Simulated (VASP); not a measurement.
# LiAlO (P4/nmm) in VASP: a series of runs

The runs below take LiAlO through single point, with PBE.

Everything below comes from runs of VASP 6.6.1. Logs are shortened: lines on timing, memory, paths and dates and some standing lists are left out, and cuts for length are marked.

## Step 1: The cell of the first run

The structure is tetragonal, space group P4/nmm (No. 129). The conventional cell has a = 3.293 Å, b = 3.293 Å, c = 5.553 Å, α = 90.00°, β = 90.00°, γ = 90.00°. Li (site symmetry 4mm) has 4 O at 1.99 Å and 5 Al at 2.45 to 2.48 Å within 2.6 Å. Al (site symmetry 4mm) has 6 Li at 2.45 to 3.10 Å and 4 O at 2.58 Å and 4 Al at 2.82 Å within 3.2 Å. O (site symmetry -4m2) has 4 Li at 1.99 Å and 4 O at 2.33 Å and 4 Al at 2.58 Å within 2.6 Å.

## Step 2: Single point, PBE

INCAR

```
ALGO = Normal ; EDIFF = 1E-6
ENCUT = 520 ; GGA = PE
ISIF = 2 ; ISMEAR = 0
LASPH = T ; LCHARG = F
LREAL = F ; LWAVE = F
NBANDS = 21 ; NELM = 80
PREC = Accurate ; SIGMA = 0.1
```

KPOINTS

```
k-points
0
Gamma
  6 6 4
```

POSCAR

```
LiAlO
1.0
    3.2928032800      0.0000000000      0.0000000000
    0.0000000000      3.2928032800      0.0000000000
    0.0000000000      0.0000000000      5.5529696000
Li Al O
2 2 2
Direct
    0.5000000000      0.0000000000      0.2015000000
    0.0000000000      0.5000000000      0.7985000000
    0.5000000000      0.0000000000      0.6428999900
    0.0000000000      0.5000000000      0.3571000100
    0.0000000000      0.0000000000      0.0000000000
    0.5000000000      0.5000000000      0.0000000000
```

Potentials or basis: VASP PAW PBE potentials, release 64 (Li_sv, Al, O).

Run with:

```console
> cat potpaw_PBE.64/Li_sv/POTCAR potpaw_PBE.64/Al/POTCAR potpaw_PBE.64/O/POTCAR > POTCAR
> mpirun -np 1 vasp_std > vasp.out
```

OUTCAR:

```text
EDIFF = 1E-6
   ENCUT = 520
   GGA = PE
   ISIF = 2
   ISMEAR = 0
   LASPH = T
   LREAL = F
   NELM = 80
   PREC = Accurate

 ion  position               nearest neighbor table
   1  0.500  0.000  0.202-   5 1.99   6 1.99   6 1.99   5 1.99   3 2.45   4 2.48   4 2.48   4 2.48
                             4 2.48
   2  0.000  0.500  0.798-   5 1.99   6 1.99   5 1.99   6 1.99   4 2.45   3 2.48   3 2.48   3 2.48
                             3 2.48
   3  0.500  0.000  0.643-   1 2.45   2 2.48   2 2.48   2 2.48   2 2.48   6 2.58   6 2.58   5 2.58
                             5 2.58   4 2.82   4 2.82   4 2.82   4 2.82
   4  0.000  0.500  0.357-   2 2.45   1 2.48   1 2.48   1 2.48   1 2.48   5 2.58   6 2.58   6 2.58
                             5 2.58   3 2.82   3 2.82   3 2.82   3 2.82
   5  0.000  0.000  0.000-   1 1.99   2 1.99   2 1.99   1 1.99   3 2.58   4 2.58   4 2.58   3 2.58

   6  0.500  0.500  0.000-   1 1.99   2 1.99   1 1.99   2 1.99   3 2.58   3 2.58   4 2.58   4 2.58

  LATTYP: Found a simple tetragonal cell.
 ALAT       =     3.2928032800
 C/A-ratio  =     1.6863957934

  Lattice vectors:

 A1 = (   3.2928032800,   0.0000000000,   0.0000000000)
 A2 = (   0.0000000000,   3.2928032800,   0.0000000000)
 A3 = (   0.0000000000,   0.0000000000,   5.5529696000)

Analysis of symmetry for initial positions (statically):
=====================================================================
 Subroutine PRICEL returns:
 Original cell was already a primitive cell.

 Routine SETGRP: Setting up the symmetry group for a
 simple tetragonal supercell.

 Subroutine GETGRP returns: Found 16 space group operations
 (whereof  8 operations were pure point group operations)
 out of a pool of 16 trial point group operations.

The static configuration has the point symmetry D_2d.
 The point group associated with its full space group is D_4h.

Analysis of symmetry for dynamics (positions and initial velocities):
=====================================================================
 Subroutine PRICEL returns:
 Original cell was already a primitive cell.

 Routine SETGRP: Setting up the symmetry group for a
 simple tetragonal supercell.

 Subroutine GETGRP returns: Found 16 space group operations
 (whereof  8 operations were pure point group operations)
 out of a pool of 16 trial point group operations.

The dynamic configuration has the point symmetry D_2d.
 The point group associated with its full space group is D_4h.

 Subroutine INISYM returns: Found 16 space group operations
 (whereof  8 operations are pure point group operations),
 and found     1 'primitive' translations

----------------------------------------------------------------------------------------

                                     Primitive cell

  volume of cell :      60.2084

  direct lattice vectors                    reciprocal lattice vectors
     3.292803280  0.000000000  0.000000000     0.303692603  0.000000000  0.000000000
     0.000000000  3.292803280  0.000000000     0.000000000  0.303692603  0.000000000
     0.000000000  0.000000000  5.552969600     0.000000000  0.000000000  0.180083824

  length of vectors
     3.292803280  3.292803280  5.552969600     0.303692603  0.303692603  0.180083824

  position of ions in fractional coordinates (direct lattice)
     0.500000000  0.000000000  0.201500000
     0.000000000  0.500000000  0.798500000
     0.500000000  0.000000000  0.642899990
     0.000000000  0.500000000  0.357100010
     0.000000000  0.000000000  0.000000000
     0.500000000  0.500000000  0.000000000

  ion indices of the primitive-cell ions
   primitive index   ion index
                 1           1
                 2           2
                 3           3
                 4           4
                 5           5
                 6           6

----------------------------------------------------------------------------------------

 KPOINTS: k-points

Automatic generation of k-mesh.
 Grid dimensions read from file:
 generate k-points for:    6    6    4

 Generating k-lattice:

  Cartesian coordinates                     Fractional coordinates (reciprocal lattice)
     0.050615434  0.000000000  0.000000000     0.166666667  0.000000000  0.000000000
     0.000000000  0.050615434  0.000000000     0.000000000  0.166666667  0.000000000
     0.000000000  0.000000000  0.045020956     0.000000000  0.000000000  0.250000000

  Length of vectors
     0.050615434  0.050615434  0.045020956

  Shift w.r.t. Gamma in fractional coordinates (k-lattice)
     0.000000000  0.000000000  0.000000000

 Subroutine IBZKPT returns following result:
 ===========================================

 Found     30 irreducible k-points:

 Following reciprocal coordinates:
            Coordinates               Weight
  0.000000  0.000000  0.000000      1.000000
  0.166667  0.000000  0.000000      4.000000
  0.333333  0.000000  0.000000      4.000000
  0.500000  0.000000  0.000000      2.000000
  0.166667  0.166667  0.000000      4.000000
  0.333333  0.166667  0.000000      8.000000
[... 16 lines left out ...]
  0.333333  0.000000  0.500000      4.000000
  0.500000  0.000000  0.500000      2.000000
 [... further k-points ...]
   k-points           NKPTS =     30   k-points in BZ     NKDIM =     30   number of bands    NBANDS=     21
   number of dos      NEDOS =    301   number of ions     NIONS =      6
   total plane-waves  NPLWV =  24192
   dimension x,y,z NGX =    24 NGY =   24 NGZ =   42
   dimension x,y,z NGXF=    48 NGYF=   48 NGZF=   84
   ions per type =               2   2   2
   NGX,Y,Z   is equivalent  to a cutoff of  12.12, 12.12, 12.57 a.u.
   NGXF,Y,Z  is equivalent  to a cutoff of  24.23, 24.23, 25.15 a.u.
 SYSTEM =  unknown system
   PREC   = accura    normal or accurate (medium, high low for compatibility)
   ISTART =      0    job   : 0-new  1-cont  2-samecut
   ICHARG =      2    charge: 1-file 2-atom 10-const
   ISPIN  =      1    spin polarized calculation?
   LNONCOLLINEAR =      F non collinear calculations
   LSORBIT =      F    spin-orbit coupling
   LASPH  =      T    aspherical Exc in radial PAW
   ENCUT  =  520.0 eV  38.22 Ry    6.18 a.u.   6.12  6.12 10.32*2*pi/ulx,y,z
   NELM   =     80;   NELMIN=  2; NELMDL= -5     # of ELM steps
   EDIFF  = 0.1E-05   stopping-criterion for ELM
   LREAL  =      F    real-space projection
   EDIFFG = 0.1E-04   stopping-criterion for IOM
   NSW    =      0    number of steps for IOM
   IBRION =     -1    ionic relax: 0-MD 1-quasi-New 2-CG
   NFREE  =      0    steps in history (QN), initial steepest desc. (CG)
   ISIF   =      2    stress and relaxation
   ISYM   =      2    0-nonsym 1-usesym 2-fastsym
   POTIM  = 0.5000    time-step for ionic-motion
   TEBEG  =    0.0;   TEEND  =   0.0 temperature during run
   PSTRESS=    0.0 pullay stress
   NELECT =      24.0000    total number of electrons
   NUPDOWN=      -1.0000    fix difference up-down
   EMIN   =  10.00;   EMAX   =-10.00  energy-range for DOS
   EFERMI =   0.00;   METHOD = LEGACY
   ISMEAR =     0;   SIGMA  =   0.10  broadening in eV -4-tet -1-fermi 0-gaus
   EFERMI_NEDOS =   21; number of points for ismear=-14 and -15
   IALGO  =     38    algorithm
   IMIX   =      4    mixing-type and parameters
     AMIX     =   0.40;   BMIX     =  1.00
     AMIX_MAG =   1.60;   BMIX_MAG =  1.00
  volume/ion in A,a.u.               =      10.03        67.72
  Fermi-wavevector in a.u.,A,eV,Ry     =   1.204831  2.276801 19.750473  1.451619
  Thomas-Fermi vector in A             =   2.340545
   LORBIT       =      0    0 simple, 1 ext, 2 COOP (PROOUT), +10 PAW based schemes
   GGA     = PE    functional components
   LHFCALC =     F    Hartree Fock is set to
   AEXX    =    0.0000 exact exchange contribution
   IVDW    =     0    specifies the selected vdW correction
   LEPSILON=     F    determine dielectric tensor
   LRPA    =     F    only Hartree local field effects (RPA)
 non-spin polarized calculation
 Gauss-broadening in eV      SIGMA  =   0.10
  energy-cutoff  :      520.00
  volume of cell :       60.21
 maximum number of plane-waves:      1644
   NGX = 13   NGY = 13   NGZ = 21

 number of electron      24.0000005 magnetization

 Free energy of the ion-electron system (eV)
  ---------------------------------------------------
  ext. energy  EPLUGINS =         0.00000000
  ---------------------------------------------------
  free energy    TOTEN  =       -23.26312070 eV

  energy without entropy =      -23.24810014  energy(sigma->0) =      -23.25561042

 E-fermi :   6.5964     XC(G=0): -10.7037

 val. band max:        6.5664927422   @ k =   0.5000   0.3333   0.5000
 cond. band min:       6.6404471946   @ k =   0.1667   0.0000   0.2500
 fundamental gap:      0.0739544523
 Fermi energy:         6.5964338980

 k-point     1 :       0.0000    0.0000    0.0000
  band No.  band energies     occupation
      1     -38.3775      2.00000
      2     -38.3627      2.00000
      3     -12.4758      2.00000
      4      -9.3569      2.00000
      5      -2.4664      2.00000
      6      -0.1754      2.00000
[... 13 lines left out ...]
     20      16.0150      0.00000
     21      17.6479      0.00000

 k-point     2 :       0.1667    0.0000    0.0000
  band No.  band energies     occupation
      1     -38.3751      2.00000
      2     -38.3623      2.00000
      3     -12.3047      2.00000
      4      -9.6133      2.00000
      5      -2.1119      2.00000
      6      -0.0314      2.00000
[... 13 lines left out ...]
     20      16.2220      0.00000
     21      17.2698      0.00000

 k-point     3 :       0.3333    0.0000    0.0000
  band No.  band energies     occupation
      1     -38.3696      2.00000
      2     -38.3623      2.00000
      3     -11.8151      2.00000
      4     -10.2726      2.00000
      5      -1.0666      2.00000
      6       0.4657      2.00000
[... 13 lines left out ...]
     20      15.3945      0.00000
     21      16.6895      0.00000
[... 457 lines left out ...]
 k-point    23 :       0.3333    0.0000    0.5000
  band No.  band energies     occupation
      1     -38.3693      2.00000
      2     -38.3627      2.00000
      3     -11.8090      2.00000
      4     -10.2699      2.00000
      5      -1.8361      2.00000
      6       1.7483      2.00000
[... 13 lines left out ...]
     20      15.4965      0.00000
     21      16.5730      0.00000

 k-point    24 :       0.5000    0.0000    0.5000
  band No.  band energies     occupation
      1     -38.3646      2.00000
      2     -38.3646      2.00000
      3     -11.0816      2.00000
      4     -11.0816      2.00000
      5      -0.2591      2.00000
      6      -0.2591      2.00000
[... 13 lines left out ...]
     20      14.7087      0.00000
     21      16.9186      0.00000

 [... further k-points ...]

------------------------ aborting loop because EDIFF is reached ----------------------------------------

  FORCE on cell =-STRESS in cart. coord.  units (eV):
  Direction    XX          YY          ZZ          XY          YZ          ZX
  --------------------------------------------------------------------------------------
  -------------------------------------------------------------------------------------
  Total        9.1025287      9.1025287     -6.7083119      0.0000000      0.0000000      0.0000000
  in kB      242.2232181    242.2232181   -178.5118141      0.0000000      0.0000000      0.0000000
  external PRESSURE =     101.9782074 kB  Pullay stress =       0.0000000 kB

 VOLUME and BASIS-vectors are now :
 -----------------------------------------------------------------------------
  energy-cutoff  :      520.00
  volume of cell :       60.21
      direct lattice vectors                 reciprocal lattice vectors
     3.292803280  0.000000000  0.000000000     0.303692603  0.000000000  0.000000000
     0.000000000  3.292803280  0.000000000     0.000000000  0.303692603  0.000000000
     0.000000000  0.000000000  5.552969600     0.000000000  0.000000000  0.180083824

 POSITION                                       TOTAL-FORCE (eV/Angst)
 -----------------------------------------------------------------------------------
      1.64640      0.00000      1.11892        -0.000000     -0.000000     -2.827848
      0.00000      1.64640      4.43405         0.000000      0.000000      2.827848
      1.64640      0.00000      3.57000         0.000000      0.000000      1.996283
      0.00000      1.64640      1.98297         0.000000     -0.000000     -1.996283
      0.00000      0.00000      0.00000         0.000000      0.000000      0.000000
      1.64640      1.64640      0.00000         0.000000     -0.000000      0.000000
 -----------------------------------------------------------------------------------
    total drift:                                0.000000     -0.000000     -0.000000

  FREE ENERGIE OF THE ION-ELECTRON SYSTEM (eV)
  ---------------------------------------------------
  free  energy   TOTEN  =       -23.2631207009 eV

  energy  without entropy=      -23.2481001377  energy(sigma->0) =      -23.25561042
```

It took 16 s on 1 thread of Intel Xeon 6975P-C (Granite Rapids), shared host; peak memory 0.17 GiB.

Results:

```
Free energy            : -23.2631 eV
Largest force          : 2.828 eV/Å
Band gap on the k mesh : zero (band 12 reaches 7.28 eV, above the bottom of band 13 at 5.86 eV)
```

Forces on the atoms (eV/Å):
```
Li   0.000  0.000 -2.828
Li   0.000  0.000  2.828
Al   0.000  0.000  1.996
Al   0.000  0.000 -1.996
O    0.000  0.000  0.000
O    0.000  0.000  0.000
```

Levels at points of the mesh, in eV from the Fermi level:
```
           k point  band 10  band 11  band 12  band 13  band 14  band 15
(0.00, 0.00, 0.00)    -0.12    -0.12     0.69     2.69     2.69     3.56
(0.50, 0.00, 0.00)    -2.82    -2.64    -2.64     2.40     2.40     5.59
(0.50, 0.50, 0.00)    -3.05    -2.16    -2.16     0.57     0.57     3.00
(0.00, 0.00, 0.50)    -2.42    -0.12    -0.12     2.10     2.10     4.95
(0.50, 0.00, 0.50)    -2.78    -2.62    -2.62     0.61     0.61     5.15
(0.50, 0.50, 0.50)    -2.30    -1.11    -1.11     0.57     0.57     2.13
```

Caveat: the cutoff is under 1.25 times the usual one of these potentials, so pressure, stress and relaxed cells hold a basis-set (Pulay) error; forces of over 1 eV/Å act on the atoms, so gaps and moduli don't describe the material at rest.

## Step 3: Single point, PBE

This run uses another cell than the first one, of 13.56 Å³/atom, 1.352 times its volume.

INCAR, as its differences from that of step 2:

```diff
@@ -5,3 +5,3 @@
 LREAL = F ; LWAVE = F
-NBANDS = 21 ; NELM = 80
+NBANDS = 21 ; NELM = 60
 PREC = Accurate ; SIGMA = 0.1
```

KPOINTS is that of step 2.

POSCAR

```
LiAlO
1.0
    3.5087469625      0.0000000000      0.0000000000
    0.0000000000      3.5087469625      0.0000000000
    0.0000000000      0.0000000000      6.6103391483
Li Al O
2 2 2
Direct
    0.5000000000      0.0000000000      0.4131677642
    0.0000000000      0.5000000000      0.5868322358
    0.5000000000      0.0000000000      0.8709353486
    0.0000000000      0.5000000000      0.1290646514
    0.0000000000      0.0000000000      0.0000000000
    0.5000000000      0.5000000000      0.0000000000
```

Potentials or basis: VASP PAW PBE potentials, release 64 (Li_sv, Al, O).

Run with:

```console
> cat potpaw_PBE.64/Li_sv/POTCAR potpaw_PBE.64/Al/POTCAR potpaw_PBE.64/O/POTCAR > POTCAR
> mpirun -np 1 vasp_std > vasp.out
```

It took 25 s on 1 thread of Intel Xeon 6975P-C (Granite Rapids), shared host; peak memory 0.19 GiB.

Results (log left out):

```
Free energy            : -29.9912 eV
Largest force          : 0.012 eV/Å
Band gap on the k mesh : 0.16 eV, direct
```

Forces in eV/Å, atoms in the order of the input:
```
Li   0.000  0.000 -0.012
Li   0.000  0.000  0.012
Al   0.000  0.000 -0.005
Al   0.000  0.000  0.005
O    0.000  0.000  0.000
O    0.000  0.000  0.000
```

Levels at points of the mesh, in eV from the valence-band top:
```csv
k point,band 8,band 9,band 10,band 11,band 12,band 13,band 14,band 15,band 16,band 17
"(0.00, 0.00, 0.00)",-4.60,-4.20,-3.81,-3.81,-0.56,1.97,3.55,5.05,5.05,5.83
"(0.50, 0.00, 0.00)",-6.31,-6.22,-6.22,-1.75,-1.75,1.67,1.67,4.85,4.85,7.68
"(0.50, 0.50, 0.00)",-5.88,-3.20,-3.20,0.00,0.00,0.16,0.16,3.81,3.81,4.49
"(0.00, 0.00, 0.50)",-4.61,-3.81,-3.81,-3.06,-2.59,3.52,4.36,4.37,4.37,4.93
"(0.50, 0.00, 0.50)",-6.34,-6.22,-6.22,-1.40,-1.40,1.07,1.07,5.17,5.17,7.18
"(0.50, 0.50, 0.50)",-5.91,-3.20,-3.20,-0.01,-0.01,0.85,0.85,2.76,2.76,4.01
```

Caveat: the cutoff is under 1.25 times the usual one of these potentials, so pressure, stress and relaxed cells hold a basis-set (Pulay) error.
